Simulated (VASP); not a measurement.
# Cr (P6_3/mmc) in VASP: further runs, part 2 of 3

VASP 6.6.1. The steps go on from the part before.

## (3) Single point, PBE, collinear spin, ferromagnetic start

This run uses another cell than the first one, of 13.78 Å³/atom.

Input file INCAR:

```
PREC = Accurate ; ENCUT = 520
EDIFF = 1E-6 ; ISMEAR = -1
SIGMA = 0.05 ; LREAL = F
LASPH = T ; NELM = 150
ALGO = Normal ; ISIF = 2
LWAVE = F ; LCHARG = T
ISPIN = 2 ; MAGMOM = 3 3
LORBIT = 11 ; LMAXMIX = 4
GGA = PE ; LELF = T
LVHAR = T ; NBANDS = 23
```

Input file KPOINTS:

```
Automatic mesh
0
Gamma
  11 11 6
```

Input file POSCAR:

```
Cr
1.0
    2.6957846861      0.0000000000      0.0000000000
   -1.3478923430      2.3346180213      0.0000000000
    0.0000000000      0.0000000000      4.3804017928
Cr
2
Direct
    0.6666666667      0.3333333333      0.7500000000
    0.3333333333      0.6666666667      0.2500000000
```

Potentials or basis: VASP PAW PBE potentials, release 64 (Cr_pv).

On the command line:

```bash
> cat potpaw_PBE.64/Cr_pv/POTCAR > POTCAR
> mpirun -np 1 vasp_std > vasp.out
```

OUTCAR:

```text
PREC = Accurate
   ENCUT = 520
   EDIFF = 1E-6
   ISMEAR = -1
   LREAL = F
   LASPH = T
   NELM = 150
   ISIF = 2
   ISPIN = 2
   LORBIT = 11
   GGA = PE

 ion  position               nearest neighbor table
   1  0.667  0.333  0.750-   2 2.69   2 2.69   2 2.69   2 2.69   2 2.69   2 2.69
   2  0.333  0.667  0.250-   1 2.69   1 2.69   1 2.69   1 2.69   1 2.69   1 2.69

  LATTYP: Found a hexagonal cell.
 ALAT       =     2.6957846861
 C/A-ratio  =     1.6249078850

  Lattice vectors:

 A1 = (   2.6957846861,   0.0000000000,   0.0000000000)
 A2 = (  -1.3478923430,   2.3346180213,   0.0000000000)
 A3 = (   0.0000000000,   0.0000000000,   4.3804017928)

Analysis of symmetry for initial positions (statically):
=====================================================================
 Subroutine PRICEL returns:
 Original cell was already a primitive cell.

 Routine SETGRP: Setting up the symmetry group for a
 hexagonal supercell.

 Subroutine GETGRP returns: Found 24 space group operations
 (whereof 12 operations were pure point group operations)
 out of a pool of 24 trial point group operations.

The static configuration has the point symmetry D_3d.
 The point group associated with its full space group is D_6h.

Analysis of symmetry for dynamics (positions and initial velocities):
=====================================================================
 Subroutine PRICEL returns:
 Original cell was already a primitive cell.

 Routine SETGRP: Setting up the symmetry group for a
 hexagonal supercell.

 Subroutine GETGRP returns: Found 24 space group operations
 (whereof 12 operations were pure point group operations)
 out of a pool of 24 trial point group operations.

The dynamic configuration has the point symmetry D_3d.
 The point group associated with its full space group is D_6h.

Analysis of structural, dynamic, and magnetic symmetry:
[... 153 lines left out ...]
  ---------------------------------------------------
  ext. energy  EPLUGINS =         0.00000000
  ---------------------------------------------------
  free energy    TOTEN  =       -17.80897107 eV

  energy without entropy =      -17.77442273  energy(sigma->0) =      -17.79169690

 E-fermi :   8.5184     XC(G=0): -12.6541

 val. band max:        8.5140090314   @ k =   0.4545  -0.0000   0.0000
 cond. band min:       8.5192654629   @ k =   0.1818   0.0909   0.5000
 fundamental gap:      0.0052564315
 Fermi energy:         8.5184205770

 spin component 1

 k-point     1 :       0.0000    0.0000    0.0000
  band No.  band energies     occupation
      1     -34.9050      1.00000
      2     -34.5328      1.00000
      3     -34.5328      1.00000
      4     -34.4624      1.00000
      5     -34.4624      1.00000
      6     -34.3869      1.00000
[... 613 lines left out ...]
     22      21.7323      0.00000
     23      23.6432      0.00000

 [... further k-points ...]

 spin component 2

 k-point     1 :       0.0000    0.0000    0.0000
  band No.  band energies     occupation
      1     -34.2078      1.00000
      2     -33.7631      1.00000
      3     -33.7631      1.00000
      4     -33.6918      1.00000
      5     -33.6918      1.00000
      6     -33.6800      1.00000
[... 613 lines left out ...]
     22      22.1280      0.00000
     23      24.0315      0.00000

 [... further k-points ...]

------------------------ aborting loop because EDIFF is reached ----------------------------------------

  FORCE on cell =-STRESS in cart. coord.  units (eV):
  Direction    XX          YY          ZZ          XY          YZ          ZX
  --------------------------------------------------------------------------------------
  -------------------------------------------------------------------------------------
  Total       -4.3684963     -4.3684963     -3.4467478     -0.0000000     -0.0000000      0.0000000
  in kB     -253.8794651   -253.8794651   -200.3111412     -0.0000000     -0.0000000      0.0000000
  external PRESSURE =    -236.0233571 kB  Pullay stress =       0.0000000 kB

 VOLUME and BASIS-vectors are now :
 -----------------------------------------------------------------------------
  energy-cutoff  :      520.00
  volume of cell :       27.57
      direct lattice vectors                 reciprocal lattice vectors
     2.695784686  0.000000000  0.000000000     0.370949507  0.214167798  0.000000000
    -1.347892343  2.334618021  0.000000000     0.000000000  0.428335595  0.000000000
     0.000000000  0.000000000  4.380401793     0.000000000  0.000000000  0.228289560

 POSITION                                       TOTAL-FORCE (eV/Angst)
 -----------------------------------------------------------------------------------
      1.34789      0.77821      3.28530        -0.000000     -0.000000      0.000000
     -0.00000      1.55641      1.09510         0.000000      0.000000      0.000000
 -----------------------------------------------------------------------------------
    total drift:                               -0.000000      0.000000     -0.000000

  FREE ENERGIE OF THE ION-ELECTRON SYSTEM (eV)
  ---------------------------------------------------
  free  energy   TOTEN  =       -17.8089710730 eV

  energy  without entropy=      -17.7744227304  energy(sigma->0) =      -17.79169690

 total charge

# of ion       s       p       d       tot
------------------------------------------
    1        0.389   6.288   4.070  10.747
    2        0.389   6.288   4.070  10.747
--------------------------------------------------
tot          0.778  12.576   8.141  21.494

 magnetization (x)

# of ion       s       p       d       tot
------------------------------------------
    1        0.002   0.022   0.723   0.747
    2        0.002   0.022   0.723   0.747
--------------------------------------------------
tot          0.004   0.043   1.446   1.494
```

OSZICAR:

```text
N       E                     dE             d eps       ncg     rms          rms(c)
DAV:   1     0.240830556114E+03    0.24083E+03   -0.13633E+04  5936   0.125E+03
DAV:   2    -0.118981874783E+02   -0.25273E+03   -0.24412E+03  5958   0.371E+02
DAV:   3    -0.196629032048E+02   -0.77647E+01   -0.77055E+01  7330   0.764E+01
DAV:   4    -0.197379000285E+02   -0.74997E-01   -0.74861E-01  6606   0.749E+00
DAV:   5    -0.197389343662E+02   -0.10343E-02   -0.10336E-02  6294   0.842E-01    0.187E+01
DAV:   6    -0.175953757790E+02    0.21436E+01   -0.10468E+01  6490   0.345E+01    0.521E+00
DAV:   7    -0.177914563631E+02   -0.19608E+00   -0.45599E-01  6553   0.589E+00    0.288E+00
DAV:   8    -0.178048805087E+02   -0.13424E-01   -0.12185E-02  6226   0.103E+00    0.105E+00
DAV:   9    -0.178055961432E+02   -0.71563E-03   -0.54658E-03  6602   0.651E-01    0.449E-01
DAV:  10    -0.178082533342E+02   -0.26572E-02   -0.40627E-03  6455   0.388E-01    0.239E-01
DAV:  11    -0.178088029623E+02   -0.54963E-03   -0.51985E-04  6686   0.162E-01    0.107E-01
DAV:  12    -0.178089540651E+02   -0.15110E-03   -0.13802E-04  6399   0.100E-01    0.334E-02
DAV:  13    -0.178089654336E+02   -0.11369E-04   -0.22611E-05  6371   0.350E-02    0.160E-02
DAV:  14    -0.178089695118E+02   -0.40782E-05   -0.46126E-06  6637   0.158E-02    0.700E-03
DAV:  15    -0.178089706776E+02   -0.11658E-05   -0.60374E-07  3443   0.640E-03    0.268E-03
DAV:  16    -0.178089710730E+02   -0.39535E-06   -0.11491E-07  3133   0.234E-03
   1 F= -.17808971E+02 E0= -.17791697E+02  d E =-.345483E-01  mag=     1.6054
```

Wall time 67 s (1 thread of Intel Xeon Platinum 8488C (Sapphire Rapids), shared host); peak memory 0.18 GiB.

Results:

- Free energy: -17.8090 eV
- Pressure: -23.6 GPa
- Net moment: 1.61 μB per cell
- Site moments: Cr +0.75 μB
- Valence electrons inside the program's atomic spheres: Cr 10.75

Stress tensor (GPa, compression positive):
```
-25.39   0.00   0.00
  0.00 -25.39   0.00
  0.00   0.00 -20.03
```

Levels at points of the mesh, in eV from the Fermi level:
Spin up:
```tsv
k point	band 10	band 11	band 12	band 13	band 14	band 15	band 16	band 17
(0.00, 0.00, 0.00)	-0.64	-0.60	-0.26	-0.26	0.19	0.19	0.45	1.46
(0.00, 0.00, 0.50)	-1.11	-0.70	-0.70	-0.70	-0.70	1.11	1.11	1.11
```
Spin down:
```csv
k point,band 8,band 9,band 10,band 11,band 12,band 13,band 14,band 15
"(0.00, 0.00, 0.00)",-3.18,-0.04,0.04,0.04,0.43,0.43,0.70,0.95
"(0.00, 0.00, 0.50)",-4.91,-0.62,-0.62,-0.02,-0.02,-0.02,-0.02,1.88
```

Caveat: the cell stands under tension; an empty level that is flat over the whole mesh can mark a ghost state of the potentials, or a narrow d or f band.

## (4) Single point, r2SCAN, collinear spin, ferromagnetic start

This run uses another cell than the first one, of 13.22 Å³/atom.

Input file POSCAR:

```
Cr
1.0
    2.6585966991      0.0000000000      0.0000000000
   -1.3292983495      2.3024122798      0.0000000000
    0.0000000000      0.0000000000      4.3199747394
Cr
2
Direct
    0.6666666667      0.3333333333      0.7500000000
    0.3333333333      0.6666666667      0.2500000000
```

Input file INCAR.step1:

```
  ALGO = Normal
  EDIFF = 1E-4
  ENCUT = 520
  GGA = PE
  ISMEAR = -1
  ISPIN = 2
  LASPH = T
  LCHARG = F
  LMAXMIX = 4
  LREAL = F
  LWAVE = T
  MAGMOM = 3 3
  NBANDS = 23
  NELM = 150
  PREC = Accurate
  SIGMA = 0.05
```

Input file INCAR.step2:

```
  ALGO = Normal
  EDIFF = 1E-7
  ENCUT = 520
  ISIF = 2
  ISMEAR = -1
  ISPIN = 2
  ISTART = 1
  LASPH = T
  LCHARG = F
  LMAXMIX = 4
  LMIXTAU = T
  LORBIT = 11
  LREAL = F
  LWAVE = F
  MAGMOM = 3 3
  METAGGA = R2SCAN
  NBANDS = 23
  NELM = 150
  PREC = Accurate
  SIGMA = 0.05
```

Input file KPOINTS:

```
k-points
0
Gamma
  11 11 6
```

Potentials or basis: VASP PAW PBE potentials, release 64 (Cr_pv).

On the command line:

```bash
> cat potpaw_PBE.64/Cr_pv/POTCAR > POTCAR
> cp INCAR.step1 INCAR
> mpirun -np 1 vasp_std > vasp.out
> cp INCAR.step2 INCAR
> mpirun -np 1 vasp_std > vasp.out
```

OUTCAR:

```text
EDIFF = 1E-7
   ENCUT = 520
   ISIF = 2
   ISMEAR = -1
   ISPIN = 2
   ISTART = 1
   LASPH = T
   LORBIT = 11
   LREAL = F
   METAGGA = R2SCAN
   NELM = 150
   PREC = Accurate

 ion  position               nearest neighbor table
   1  0.667  0.333  0.750-   2 2.65   2 2.65   2 2.65   2 2.65   2 2.65   2 2.65
   2  0.333  0.667  0.250-   1 2.65   1 2.65   1 2.65   1 2.65   1 2.65   1 2.65

  LATTYP: Found a hexagonal cell.
 ALAT       =     2.6585966991
 C/A-ratio  =     1.6249078850

  Lattice vectors:

[... 1466 lines left out ...]
  external PRESSURE =    -125.9033647 kB  Pullay stress =       0.0000000 kB

 VOLUME and BASIS-vectors are now :
 -----------------------------------------------------------------------------
  energy-cutoff  :      520.00
  volume of cell :       26.44
      direct lattice vectors                 reciprocal lattice vectors
     2.658596699  0.000000000  0.000000000     0.376138284  0.217163539  0.000000000
    -1.329298349  2.302412280  0.000000000     0.000000000  0.434327079  0.000000000
     0.000000000  0.000000000  4.319974739     0.000000000  0.000000000  0.231482835

 POSITION                                       TOTAL-FORCE (eV/Angst)
 -----------------------------------------------------------------------------------
      1.32930      0.76747      3.23998        -0.000000      0.000000      0.000000
     -0.00000      1.53494      1.07999         0.000000     -0.000000      0.000000
 -----------------------------------------------------------------------------------
    total drift:                                0.000000     -0.000000      0.000000

  FREE ENERGIE OF THE ION-ELECTRON SYSTEM (eV)
  ---------------------------------------------------
  free  energy   TOTEN  =       -28.4818268302 eV

  energy  without entropy=      -28.4601643305  energy(sigma->0) =      -28.47099558

 total charge

# of ion       s       p       d       tot
------------------------------------------
    1        0.679   6.327   4.060  11.065
    2        0.679   6.327   4.060  11.065
--------------------------------------------------
tot          1.357  12.654   8.120  22.131

 magnetization (x)

# of ion       s       p       d       tot
------------------------------------------
    1        0.024   0.028   1.562   1.614
    2        0.024   0.028   1.562   1.614
--------------------------------------------------
tot          0.047   0.056   3.124   3.227
```

OUTCAR.step1:

```text
EDIFF = 1E-4
   ENCUT = 520
   GGA = PE
   ISMEAR = -1
   ISPIN = 2
   LASPH = T
[... 1492 lines left out ...]
 -----------------------------------------------------------------------------------
      1.32930      0.76747      3.23998         0.000000      0.000000      0.000000
     -0.00000      1.53494      1.07999        -0.000000     -0.000000      0.000000
 -----------------------------------------------------------------------------------
    total drift:                                0.000000     -0.000000      0.000000

  FREE ENERGIE OF THE ION-ELECTRON SYSTEM (eV)
  ---------------------------------------------------
  free  energy   TOTEN  =       -17.9590195331 eV

  energy  without entropy=      -17.9217149173  energy(sigma->0) =      -17.94036723
```

OSZICAR.step1:

```text
N       E                     dE             d eps       ncg     rms          rms(c)
DAV:   1     0.244028467408E+03    0.24403E+03   -0.13517E+04  5912   0.125E+03
DAV:   2    -0.117311470369E+02   -0.25576E+03   -0.24680E+03  5951   0.376E+02
DAV:   3    -0.196549078092E+02   -0.79238E+01   -0.78654E+01  7358   0.777E+01
DAV:   4    -0.197279029983E+02   -0.72995E-01   -0.72904E-01  6465   0.750E+00
DAV:   5    -0.197288637801E+02   -0.96078E-03   -0.96036E-03  6302   0.818E-01    0.193E+01
DAV:   6    -0.177235972351E+02    0.20053E+01   -0.98253E+00  6497   0.338E+01    0.519E+00
DAV:   7    -0.179332413800E+02   -0.20964E+00   -0.41569E-01  6588   0.574E+00    0.314E+00
DAV:   8    -0.179518112891E+02   -0.18570E-01   -0.12107E-02  6266   0.108E+00    0.117E+00
DAV:   9    -0.179557610177E+02   -0.39497E-02   -0.65293E-03  6560   0.692E-01    0.428E-01
DAV:  10    -0.179580471420E+02   -0.22861E-02   -0.34604E-03  6469   0.364E-01    0.224E-01
DAV:  11    -0.179585037129E+02   -0.45657E-03   -0.49574E-04  6539   0.153E-01    0.117E-01
DAV:  12    -0.179587550524E+02   -0.25134E-03   -0.10811E-04  3495   0.738E-02    0.764E-02
DAV:  13    -0.179589403317E+02   -0.18528E-03   -0.77716E-05  3692   0.597E-02    0.531E-02
DAV:  14    -0.179590195331E+02   -0.79201E-04   -0.39463E-05  3140   0.464E-02
   1 F= -.17959020E+02 E0= -.17940367E+02  d E =-.373046E-01  mag=     1.1668
```

It took 5.6 min on 1 thread of Intel Xeon Platinum 8488C (Sapphire Rapids), shared host; peak memory 0.19 GiB.

Results:

| Property | Result |
| --- | --- |
| Free energy | -28.4818 eV |
| Pressure | -12.6 GPa |
| Net moment | 3.33 μB per cell |
| Site moments | Cr +1.61 μB |
| Valence electrons inside the program's atomic spheres | Cr 11.06 |

Stress tensor (GPa, compression positive):
```
-11.25   0.00   0.00
  0.00 -11.25   0.00
  0.00   0.00 -15.28
```

Levels at points of the mesh, in eV from the Fermi level:
Spin up:
| k point | band 11 | band 12 | band 13 | band 14 | band 15 | band 16 | band 17 | band 18 |
| --- | --- | --- | --- | --- | --- | --- | --- | --- |
| (0.00, 0.00, 0.00) | -1.21 | -0.89 | -0.89 | -0.54 | -0.54 | 0.07 | 0.86 | 0.86 |
| (0.00, 0.00, 0.50) | -1.38 | -1.38 | -1.38 | -1.38 | 0.49 | 0.49 | 0.49 | 0.49 |
Spin down:
```tsv
k point	band 8	band 9	band 10	band 11	band 12	band 13
(0.00, 0.00, 0.00)	-3.42	0.34	0.37	0.60	0.60	1.08
(0.00, 0.00, 0.50)	-5.58	-0.44	-0.44	0.57	0.57	0.57
```

Caveat: the cell stands under tension; the PAW data sets were made with another functional, which shifts forces and pressure a little.

## (5) Single point, r2SCAN, collinear spin, ferromagnetic start

This run uses another cell than the first one, of 13.78 Å³/atom.

Input file POSCAR:

```
Cr
1.0
    2.6957846861      0.0000000000      0.0000000000
   -1.3478923430      2.3346180213      0.0000000000
    0.0000000000      0.0000000000      4.3804017928
Cr
2
Direct
    0.6666666667      0.3333333333      0.7500000000
    0.3333333333      0.6666666667      0.2500000000
```

Input file INCAR.step1:

```
ALGO = Normal
EDIFF = 1E-4
ENCUT = 520
GGA = PE
ISMEAR = -1
ISPIN = 2
LASPH = True
LCHARG = False
LMAXMIX = 4
LREAL = False
LWAVE = True
MAGMOM = 3 3
NBANDS = 23
NELM = 150
PREC = Accurate
SIGMA = 0.05
```

Input file INCAR.step2:

```
ALGO = Normal
EDIFF = 1E-6
ENCUT = 520
ISIF = 2
ISMEAR = -1
ISPIN = 2
ISTART = 1
LASPH = True
LCHARG = True
LELF = True
LMAXMIX = 4
LMIXTAU = True
LORBIT = 11
LREAL = False
LVHAR = True
LWAVE = False
MAGMOM = 3 3
METAGGA = R2SCAN
NBANDS = 23
NELM = 150
PREC = Accurate
SIGMA = 0.05
```

KPOINTS is that of step 4.

On the command line:

```bash
> cat potpaw_PBE.64/Cr_pv/POTCAR > POTCAR
> cp INCAR.step1 INCAR
> mpirun -np 1 vasp_std > vasp.out
> cp INCAR.step2 INCAR
> mpirun -np 1 vasp_std > vasp.out
```

Run time: 4.2 min. Hardware: 1 thread of Intel Xeon Platinum 8488C (Sapphire Rapids), shared host; peak memory 0.19 GiB.

The run converged. Its results:

```
Free energy                                           : -28.3956 eV
Pressure                                              : -13.1 GPa
Band gap on the k mesh                                : zero (filled and empty bands overlap)
Net moment                                            : 4.02 μB per cell
Site moments                                          : Cr +1.96 μB
Valence electrons inside the program's atomic spheres : Cr 11.00
```

Stress tensor (GPa, compression positive):
```
-10.98   0.00   0.00
  0.00 -10.98   0.00
  0.00   0.00 -17.46
```

Levels at points of the mesh, in eV from the Fermi level:
Spin up:
| k point | band 11 | band 12 | band 13 | band 14 | band 15 | band 16 | band 17 | band 18 |
| --- | --- | --- | --- | --- | --- | --- | --- | --- |
| (0.00, 0.00, 0.00) | -1.40 | -1.02 | -1.02 | -0.72 | -0.72 | -0.04 | 0.60 | 0.60 |
| (0.00, 0.00, 0.50) | -1.49 | -1.49 | -1.49 | -1.49 | 0.25 | 0.25 | 0.25 | 0.25 |
Spin down:
| k point | band 8 | band 9 | band 10 | band 11 | band 12 | band 13 |
| --- | --- | --- | --- | --- | --- | --- |
| (0.00, 0.00, 0.00) | -3.08 | 0.23 | 0.77 | 0.87 | 0.87 | 1.33 |
| (0.00, 0.00, 0.50) | -5.50 | -0.08 | -0.08 | 0.84 | 0.84 | 0.84 |

Caveat: the cell stands under tension; the PAW data sets were made with another functional, which shifts forces and pressure a little.

[end of part 2 of 3]
